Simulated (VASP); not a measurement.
Set up this calculation in VASP 6.6.1, as the native input.

```
Task                   : single point
Functional             : r2SCAN
Potentials or basis    : VASP PAW PBE potentials, release 64 (Cd, Ru_pv)
Cutoff                 : 520 eV
k mesh                 : 12 × 12 × 16
Occupations            : gaussian, width 0.1 eV
Spin                   : no spin polarisation
Dipole correction      : no
Further INCAR settings : ALGO = Normal; EDIFF = 1e-07; NBANDS = 26
```

Cd2Ru:

```
Cd Ru
1.0
     4.65767    0.00000    0.00000
    -2.32883    4.03366    0.00000
     0.00000    0.00000    2.78903
Cd Ru
2 1
Cartesian
  0.0000 2.6891 1.3945
  2.3288 1.3446 1.3945
  0.0000 0.0000 0.0000
```

One way to write it, as run:

POSCAR

```
Cd2Ru
1.0
    4.6576656084      0.0000000000      0.0000000000
   -2.3288328042      4.0336567392      0.0000000000
    0.0000000000      0.0000000000      2.7890341230
Cd Ru
2 1
Direct
    0.3333333333      0.6666666667      0.5000000000
    0.6666666667      0.3333333333      0.5000000000
    0.0000000000      0.0000000000      0.0000000000
```

INCAR.step1

```
SYSTEM = Cd2Ru
PREC = Accurate
ENCUT = 520
ISMEAR = 0
SIGMA = 0.1
LREAL = .False.
LASPH = .True.
NELM = 100
NBANDS = 26
GGA = PE
ALGO = Normal
EDIFF = 1E-4
LWAVE = .True.
LCHARG = .False.
```

INCAR.step2

```
SYSTEM = Cd2Ru
PREC = Accurate
ENCUT = 520
EDIFF = 1E-7
ISMEAR = 0
SIGMA = 0.1
LREAL = .False.
LASPH = .True.
NELM = 100
ALGO = Normal
ISIF = 2
LWAVE = .False.
LCHARG = .False.
METAGGA = R2SCAN
LMIXTAU = .True.
NBANDS = 26
ISTART = 1
```

KPOINTS

```
Automatic mesh
0
Gamma
  12 12 16
  0 0 0
```

Potentials or basis: VASP PAW PBE potentials, release 64 (Cd, Ru_pv).

The run is started by

```console
$ cat potpaw_PBE.64/Cd/POTCAR potpaw_PBE.64/Ru_pv/POTCAR > POTCAR
$ cp INCAR.step1 INCAR
$ mpirun -np 1 vasp_std > vasp.out
$ cp INCAR.step2 INCAR
$ mpirun -np 1 vasp_std > vasp.out
```

It gave:

| Quantity | Value |
| --- | --- |
| Pressure | 1.2 GPa |
| Band gap on the k mesh | zero (band 19 reaches 5.77 eV, above the bottom of band 20 at 4.75 eV) |

Caveat: the PAW data sets were made with another functional, which shifts forces and pressure a little.

Run time: 5.9 min on 1 thread of Intel(R) Xeon(R) 6975P-C (Granite Rapids), with other jobs on the host, peak memory 0.34 GiB.
